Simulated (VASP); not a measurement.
Write the native input for VASP 6.6.1 that does the following.

```
Task                   : single point
Functional             : PBE
Potentials or basis    : VASP PAW PBE potentials, release 64 (Cd)
Cutoff                 : 520 eV
k mesh                 : 18 × 18 × 18
Occupations            : gaussian, width 0.15 eV
Spin                   : no spin polarisation
Dipole correction      : no
Further INCAR settings : ALGO = Fast; EDIFF = 1e-06; NBANDS = 12
```

The structure of Cd lies in POSCAR:

```
Cd
1.0
    0.0000000000      2.6085391106      1.7730240335
    2.6085391106      0.0000000000      1.7730240335
    2.6085391106      2.6085391106      0.0000000000
Cd
1
Direct
    0.0000000000      0.0000000000      0.0000000000
```

The input as run:

INCAR

```
PREC = Accurate
ENCUT = 520
EDIFF = 1E-6
ISMEAR = 0
SIGMA = 0.15
LREAL = False
LASPH = True
NELM = 80
ALGO = Fast
ISIF = 2
LWAVE = False
LCHARG = True
GGA = PE
LELF = True
LVHAR = True
NBANDS = 12
```

KPOINTS

```
Automatic mesh
0
Gamma
  18 18 18
```

Potentials or basis: VASP PAW PBE potentials, release 64 (Cd).

Launch:

```console
$ cat potpaw_PBE.64/Cd/POTCAR > POTCAR
$ mpirun -np 1 vasp_std > vasp.out
```

Results of the run:

```
Pressure               : -0.8 GPa
Band gap on the k mesh : zero (bands 6 and 7 overlap by 4.34 eV)
```

Run time: 3.6 min on 1 thread of Intel Xeon 8259CL (shared host), peak memory 0.25 GiB.
